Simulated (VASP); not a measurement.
# Zn: single point with PBE

The system is Zn.

```
Zn
1.0
     2.64877    0.00000    0.00000
    -1.32439    2.29390    0.00000
     0.00000    0.00000    5.20030
Zn
2
Direct
  0.33333 0.66667 0.25000
  0.66667 0.33333 0.75000
```

This cell differs from its parent crystal: volume scaled by 1.03, then relaxed in part.

```
Program             : VASP 6.6.1
Task                : single point
Functional          : PBE
Potentials or basis : VASP PAW PBE potentials, release 64 (Zn)
Cutoff              : 520 eV
k mesh              : 18 × 18 × 8
Occupations         : gaussian, width 0.1 eV
Spin                : no spin polarisation
```

| Item | Value |
| --- | --- |
| Pressure | -1.0 GPa |
| Band gap on the k mesh | zero (band 12 reaches 4.59 eV, above the bottom of band 13 at -0.82 eV) |

Stress tensor (GPa, compression positive):
```
-0.96  0.00  0.00
 0.00 -0.96  0.00
 0.00  0.00 -1.20
```

Levels at points of the mesh, in eV from the Fermi level:
| k point | band 10 | band 11 | band 12 | band 13 | band 14 | band 15 |
| --- | --- | --- | --- | --- | --- | --- |
| (0.00, 0.00, 0.00) | -6.99 | -6.99 | -3.59 | -3.58 | 11.60 | 15.43 |
| (0.50, 0.00, 0.00) | -6.76 | -2.46 | -1.79 | 2.28 | 3.63 | 3.67 |
| (0.00, 0.00, 0.50) | -7.05 | -7.05 | -7.05 | 3.56 | 3.56 | 19.28 |
| (0.50, 0.00, 0.50) | -6.76 | -1.59 | -1.59 | 0.32 | 0.32 | 9.30 |

Run time: 35 s on 1 thread of Intel(R) Xeon(R) 6975P-C (Granite Rapids) (shared host), peak memory 0.2 GiB.
